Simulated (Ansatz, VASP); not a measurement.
# Si in VASP and in Ansatz

File INCAR:

```
SYSTEM = Si
  ALGO = Normal
  EDIFF = 1E-7
  ENCUT = 520
  GGA = PS
  ISIF = 2
  ISMEAR = 0
  LASPH = .TRUE.
  LCHARG = .FALSE.
  LREAL = .FALSE.
  LWAVE = .FALSE.
  NBANDS = 16
  NELM = 100
  PREC = Accurate
  SIGMA = 0.03
```

KPOINTS

```
k-points
0
G
  12 12 12
  0 0 0
```

Contents of POSCAR:

```
Si
1.0
   -3.3631718883      3.3631718883      2.0219389392
    3.3631718883     -3.3631718883      2.0219389392
    3.3631718883      3.3631718883     -2.0219389392
Si
4
Direct
    0.1787304307      0.1787304307      0.3574608614
    0.8212695693      0.8212695693      0.6425391386
    0.1787304307      0.8212695693      0.0000000000
    0.8212695693      0.1787304307      0.0000000000
```

Input for Ansatz:

```yaml
crystal:
  lattice:
    - [-3.3631718883, 3.3631718883, 2.0219389392]
    - [3.3631718883, -3.3631718883, 2.0219389392]
    - [3.3631718883, 3.3631718883, -2.0219389392]
  atoms:
    - { symbol: Si, position: [0.1787304307, 0.1787304307, 0.3574608614] }
    - { symbol: Si, position: [0.8212695693, 0.8212695693, 0.6425391386] }
    - { symbol: Si, position: [0.1787304307, 0.8212695693, 0.0] }
    - { symbol: Si, position: [0.8212695693, 0.1787304307, 0.0] }
basis:
  ecutwfc: 420
kpoints:
  mp_grid: { grid: [12, 12, 12] }
hamiltonian:
  xc: pbesol
  pseudopotentials: { kind: paw, azcp: { folder: soft_1 } }
scf:
  occupations: { method: gaussian, width: 0.03 }
output:
  forces: true
  stress: true
  eigenvalues: true
  write_density: true
  write_potential: true
  elf: true
  volumetric_format: npy
```

Alike in both runs: task single point; functional PBEsol; k mesh 12 × 12 × 12; occupations gaussian, width 0.03 eV; no spin polarisation.

|  | VASP | Ansatz |
| --- | --- | --- |
| version | VASP 6.6.1 | Ansatz 0.2.0 |
| potentials or method | VASP PAW PBE potentials, release 64 (Si), cutoff 520 eV | scalar-relativistic, plane waves, PAW |
| valence electrons in the cell | 16 | 16 |

```csv
,VASP,Ansatz,Ansatz less VASP
gap on the k mesh at the Fermi level (eV),none,none,-
pressure (GPa),-5.5,-5.6,-0.09
"traceless stress, the component that is largest in VASP (GPa)",-4.05,-4.03,+0.023
rms of the force components (eV/Å),0.136,0.133,-0.0031
```

VASP's potentials were made for PBE, not for PBEsol, and Ansatz warns of the same on its side. Atom by atom the forces differ by 0.003 eV/Å (rms over components). A gap of «none» marks a metal or a gap that the smearing closes.
